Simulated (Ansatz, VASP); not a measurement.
Two plane-wave programs on As

```xyz
2
Lattice="1.7951 1.0364 5.0543 -1.7951 1.0364 5.0543 0.0000 -2.0728 5.0543" Properties=species:S:1:pos:R:3 pbc="T T T"
As    0.0000    0.0000   11.9534
As    0.0000    0.0000    3.2094
```

Alike in both runs: task single point; functional r2SCAN; k mesh 2 × 2 × 2; occupations fermi-dirac, width 0.1 eV; no spin polarisation.

|  | VASP | Ansatz |
| --- | --- | --- |
| version | VASP 6.6.1 | Ansatz 0.2.0 |
| potentials or method | VASP PAW PBE potentials, release 64 (As), cutoff 520 eV | plane waves (500 eV) with PAW, scalar-relativistic |
| valence electrons in the cell | 10 | 30 |

|  | VASP | Ansatz | Ansatz less VASP |
| --- | --- | --- | --- |
| pressure (GPa) | 4.8 | 4.7 | -0.12 |
| traceless stress, the component that is largest in VASP (GPa) | -2.40 | -2.49 | -0.095 |

VASP's potentials were made for PBE, not for r2SCAN. VASP's potentials hold 10 valence electrons a cell and Ansatz's 30, so a difference there can come from the potentials and not from the codes.

The k mesh is coarse, so the values compare programs but aren't converged.
